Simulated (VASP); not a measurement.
# SnSe (zincblende type) (F-43m) in VASP: a series of runs, part 2 of 2

VASP 6.6.1. Earlier steps stand in the parts before.

**3. Relaxation of cell and atoms, PBE, target pressure 20 GPa, at which the enthalpy is minimised**

This run uses another cell than the first one, of 24.27 Å³/atom, 0.892 times its volume.

INCAR

```
PREC     = Accurate       # precision mode
ENCUT    = 600            # plane-wave cutoff, eV
EDIFF    = 1E-6           # SCF threshold, eV
ISMEAR   = -1             # smearing method
SIGMA    = 0.08           # smearing width, eV
LREAL    = False          # projectors in reciprocal space
LASPH    = True           # aspherical terms in the spheres
NELM     = 60             # most SCF steps
ALGO     = Normal         # electronic algorithm
ISIF     = 3              # what is computed and relaxed
LWAVE    = False          # write WAVECAR
LCHARG   = False          # write CHGCAR
GGA      = PE             # functional
IBRION   = 2              # ionic algorithm
NSW      = 60             # ionic steps
EDIFFG   = -0.005         # ionic threshold
PSTRESS  = 200.0
```

KPOINTS

```
regular mesh
0
Gamma
  12 12 12
```

POSCAR

```
SnSe
1.0
    0.0000000000      2.8952525411      2.8952525411
    2.8952525411      0.0000000000      2.8952525411
    2.8952525411      2.8952525411      0.0000000000
Sn Se
1 1
Direct
    0.0000000000      0.0000000000      0.0000000000
    0.2500000000      0.2500000000      0.2500000000
```

Potentials or basis: VASP PAW PBE potentials, release 64 (Sn_d, Se).

Started as:

```sh
> cat potpaw_PBE.64/Sn_d/POTCAR potpaw_PBE.64/Se/POTCAR > POTCAR
> mpirun -np 1 vasp_std > vasp.out
```

OUTCAR:

```text
PREC = Accurate
   ENCUT = 600
   EDIFF = 1E-6
   ISMEAR = -1
   LREAL = False
   LASPH = True
   NELM = 60
   ISIF = 3
   GGA = PE
   IBRION = 2
   NSW = 60
   EDIFFG = -0.005
   PSTRESS = 200.0

 ion  position               nearest neighbor table
   1  0.000  0.000  0.000-   2 2.51   2 2.51   2 2.51   2 2.51
   2  0.250  0.250  0.250-   1 2.51   1 2.51   1 2.51   1 2.51

  LATTYP: Found a face centered cubic cell.
 ALAT       =     5.7905050822

  Lattice vectors:

 A1 = (   0.0000000000,   2.8952525411,   2.8952525411)
 A2 = (   2.8952525411,   0.0000000000,   2.8952525411)
 A3 = (   2.8952525411,   2.8952525411,   0.0000000000)

Analysis of symmetry for initial positions (statically):
=====================================================================
 Subroutine PRICEL returns:
[... 703 lines left out ...]
--------------------------------------- Ionic step       14  -------------------------------------------

 number of electron      19.9999999 magnetization

------------------------ aborting loop because EDIFF is reached ----------------------------------------
[... 71 lines left out ...]
--------------------------------------- Ionic step       16  -------------------------------------------

 number of electron      19.9999999 magnetization

 Free energy of the ion-electron system (eV)
  ---------------------------------------------------
  ext. energy  EPLUGINS =         0.00000000
  ---------------------------------------------------
  free energy    TOTEN  =        -6.64795027 eV

  energy without entropy =       -6.63470384  energy(sigma->0) =       -6.64132706

 E-fermi :   6.3035     XC(G=0):  -9.3944

 val. band max:        6.2881153198   @ k =  -0.4167   0.3333   0.1667
 cond. band min:       6.3128132216   @ k =  -0.3333   0.3333   0.1667
 fundamental gap:      0.0246979018
 Fermi energy:         6.3035384364

 k-point     1 :       0.0000    0.0000    0.0000
  band No.  band energies     occupation
      1     -15.7964      2.00000
      2     -15.7964      2.00000
      3     -15.7964      2.00000
      4     -15.7316      2.00000
      5     -15.7316      2.00000
      6      -9.3151      2.00000
      7       1.9055      2.00000
      8       2.9248      2.00000
      9       2.9248      2.00000
     10       2.9248      2.00000
     11       7.5554      0.00000
     12       7.5554      0.00000
     13       7.5554      0.00000
     14      11.4959      0.00000
[... 424 lines left out ...]
  energy  without entropy=       -6.6347038434  energy(sigma->0) =       -6.64132706

  enthalpy is  TOTEN    =         0.1456177729 eV   P V=        6.7935680448

 reached required accuracy - stopping structural energy minimisation
```

It took 4.3 min on 1 thread of AMD EPYC 9R45 (Zen 5), shared host; peak memory 0.23 GiB.

What came out:

* Free energy: -6.6480 eV
* Relaxed volume: 27.21 Å³/atom
* Relaxed cell: a = 4.254 Å, b = 4.254 Å, c = 4.254 Å, α = 60.00°, β = 60.00°, γ = 60.00°
* Space group after relaxing (to 0.05 Å): F-43m (No. 216)
* Energy change on relaxing (the enthalpy is what falls): -477.3 meV/atom
* Ionic steps: 16
* Pressure after relaxing: 20.0 GPa
* Band gap on the k mesh: zero (band 10 reaches 6.98 eV, above the bottom of band 11 at 5.52 eV)

The path:
```tsv
step	energy change (eV)	largest force (eV/Å)	pressure (GPa)	volume (Å³)
1	0.0000	0.0000	33.04	48.54
2	-1.7429	0.0000	8.34	63.78
3	-0.9836	0.0000	19.62	54.66
4	-0.9590	0.0000	19.93	54.46
5	-0.9436	0.0000	20.17	54.33
6	-0.9440	0.0000	20.17	54.34
7	-0.9451	0.0000	20.11	54.35
8	-0.9451	0.0000	20.13	54.35
9	-0.9451	0.0000	20.13	54.35
10	-0.9452	0.0000	20.13	54.35
11	-0.9453	0.0000	20.13	54.35
12	-0.9456	0.0000	20.14	54.35
13	-0.9462	0.0000	20.10	54.36
14	-0.9474	0.0000	20.09	54.37
15	-0.9498	0.0000	20.05	54.38
16	-0.9546	0.0000	19.99	54.42
```

Final structure:
```
CELL_PARAMETERS angstrom
0.00000 3.00780 3.00780
3.00780 0.00000 3.00780
3.00780 3.00780 0.00000
ATOMIC_POSITIONS crystal
Sn 0.00000 0.00000 0.00000
Se 0.25000 0.25000 0.25000
```

Levels at points of the mesh, in eV from the Fermi level:
| k point | band 6 | band 7 | band 8 | band 9 | band 10 | band 11 | band 12 | band 13 | band 14 |
| --- | --- | --- | --- | --- | --- | --- | --- | --- | --- |
| (0.00, 0.00, 0.00) | -15.62 | -4.40 | -3.38 | -3.38 | -3.38 | 1.25 | 1.25 | 1.25 | 5.19 |
| (0.50, 0.00, 0.00) | -14.61 | -8.80 | -4.16 | -4.16 | -2.37 | 2.13 | 2.13 | 4.20 | 6.56 |
| (0.50, 0.50, 0.00) | -14.23 | -9.04 | -5.23 | -5.23 | -0.87 | -0.79 | 5.90 | 5.90 | 6.13 |

Caveat: the cell is relaxed towards a set pressure, so the enthalpy falls and the energy may rise; spin-orbit coupling is left out, which moves the levels of the heavy elements.

**4. Relaxation of cell and atoms, PBE, target pressure 20 GPa, at which the enthalpy is minimised**

INCAR

```
SYSTEM = SnSe
ALGO = Normal
EDIFF = 1E-6
EDIFFG = -0.005
ENCUT = 600
GGA = PE
IBRION = 2
ISIF = 3
ISMEAR = -1
LASPH = .True.
LCHARG = .False.
LREAL = .False.
LWAVE = .False.
NELM = 60
NSW = 32
PREC = Accurate
PSTRESS = 200.0
SIGMA = 0.08
```

KPOINTS

```
k-points
0
Gamma
  12 12 12
  0 0 0
```

POSCAR

```
SnSe
1.0
    0.0000000000      3.0071439212      3.0071439212
    3.0071439212      0.0000000000      3.0071439212
    3.0071439212      3.0071439212      0.0000000000
Sn Se
1 1
Direct
    0.0000000000      0.0000000000      0.0000000000
    0.2500000000      0.2500000000      0.2500000000
```

Potentials or basis: VASP PAW PBE potentials, release 64 (Sn_d, Se).

Started as:

```sh
> cat potpaw_PBE.64/Sn_d/POTCAR potpaw_PBE.64/Se/POTCAR > POTCAR
> mpirun -np 1 vasp_std > vasp.out
```

OUTCAR:

```text
SYSTEM = SnSe
   EDIFF = 1E-6
   EDIFFG = -0.005
   ENCUT = 600
   GGA = PE
   IBRION = 2
   ISIF = 3
   ISMEAR = -1
   LASPH = .True.
   LREAL = .False.
   NELM = 60
   NSW = 32
   PREC = Accurate
   PSTRESS = 200.0

 ion  position               nearest neighbor table
   1  0.000  0.000  0.000-   2 2.60   2 2.60   2 2.60   2 2.60
   2  0.250  0.250  0.250-   1 2.60   1 2.60   1 2.60   1 2.60

  LATTYP: Found a face centered cubic cell.
 ALAT       =     6.0142878424

  Lattice vectors:

 A1 = (   0.0000000000,   3.0071439212,   3.0071439212)
 A2 = (   3.0071439212,   0.0000000000,   3.0071439212)
 A3 = (   3.0071439212,   3.0071439212,   0.0000000000)

Analysis of symmetry for initial positions (statically):
[... 307 lines left out ...]
      1     -15.7996      2.00000
      2     -15.7996      2.00000
      3     -15.7996      2.00000
      4     -15.7348      2.00000
      5     -15.7348      2.00000
      6      -9.3161      2.00000
      7       1.9007      2.00000
      8       2.9222      2.00000
      9       2.9222      2.00000
     10       2.9222      2.00000
     11       7.5520      0.00000
     12       7.5520      0.00000
     13       7.5520      0.00000
     14      11.4916      0.00000
[... 377 lines left out ...]
      1     -15.8285      2.00000
      2     -15.7839      2.00000
      3     -15.7821      2.00000
      4     -15.7344      2.00000
      5     -15.7323      2.00000
      6      -8.2013      2.00000
      7      -2.4511      2.00000
      8       0.9717      2.00000
      9       1.9237      2.00000
     10       5.1975      2.00000
     11       8.1146      0.00000
     12       9.0558      0.00000
     13      10.1367      0.00000
     14      12.8342      0.00000

 [... further k-points ...]

------------------------ aborting loop because EDIFF is reached ----------------------------------------

  FORCE on cell =-STRESS in cart. coord.  units (eV):
  Direction    XX          YY          ZZ          XY          YZ          ZX
  --------------------------------------------------------------------------------------
  -------------------------------------------------------------------------------------
  Total        6.7868137      6.7868137      6.7868137      0.0000000      0.0000000     -0.0000000
  in kB      199.7357560    199.7357560    199.7357560      0.0000000      0.0000000     -0.0000000
  external PRESSURE =      -0.2642440 kB  Pullay stress =     200.0000000 kB
[... 21 lines left out ...]
  energy  without entropy=       -6.6376810968  energy(sigma->0) =       -6.64430718

  enthalpy is  TOTEN    =         0.1448591703 eV   P V=        6.7957924341

 reached required accuracy - stopping structural energy minimisation
```

Run time: 1.7 min. Hardware: 1 thread of AMD EPYC 9R45 (Zen 5), shared host; peak memory 0.23 GiB.

Results:

```
Free energy                                            : -6.6509 eV
Relaxed volume                                         : 27.22 Å³/atom
Relaxed cell                                           : a = 4.254 Å, b = 4.254 Å, c = 4.254 Å, α = 60.00°, β = 60.00°, γ = 60.00°
Space group after relaxing (to 0.05 Å)                 : F-43m (No. 216)
Energy change on relaxing (the enthalpy is what falls) : -3.4 meV/atom
Ionic steps                                            : 4
Pressure after relaxing                                : 20.0 GPa
Band gap on the k mesh                                 : zero (band 10 reaches 6.98 eV, above the bottom of band 11 at 5.51 eV)
```

The path:
```
step  energy change (eV)  largest force (eV/Å)  pressure (GPa)  volume (Å³)
   1              0.0000                0.0000           20.06        54.39
   2             -0.0108                0.0000           19.93        54.47
   3             -0.0050                0.0000           20.03        54.43
   4             -0.0067                0.0000           19.97        54.44
```

Final structure:
```
Sn Se
1.0
     0.00000    3.00813    3.00813
     3.00813    0.00000    3.00813
     3.00813    3.00813    0.00000
Sn Se
1 1
Direct
  0.00000 0.00000 0.00000
  0.25000 0.25000 0.25000
```

Caveat: the cell is relaxed towards a set pressure, so the enthalpy falls and the energy may rise; spin-orbit coupling is left out, which moves the levels of the heavy elements.

**5. The runs side by side**

```csv
task,cell,cutoff (eV),gap on the mesh (eV),pressure (GPa)
single point,"a = 4.253 Å, angles 60.0°, 2 atoms",520,none,20.0
relaxation of cell and atoms,"relaxed to 20 GPa from a = 4.095 Å, angles 60.0°, 2 atoms",600,none,20.0
relaxation of cell and atoms,"relaxed to 20 GPa from a = 4.253 Å, angles 60.0°, 2 atoms",600,none,20.0
```

Alike in all rows: level PBE; potentials or basis VASP PAW PBE potentials, release 64 (Sn_d, Se); no spin polarisation; k mesh 12 × 12 × 12; smearing fermi-dirac 0.08 eV.

Caveats: spin-orbit coupling is left out, which moves the levels of the heavy elements; the cell is relaxed towards a set pressure, so the enthalpy falls and the energy may rise (some runs).

Absolute energies hang on the potentials; compare differences alone.
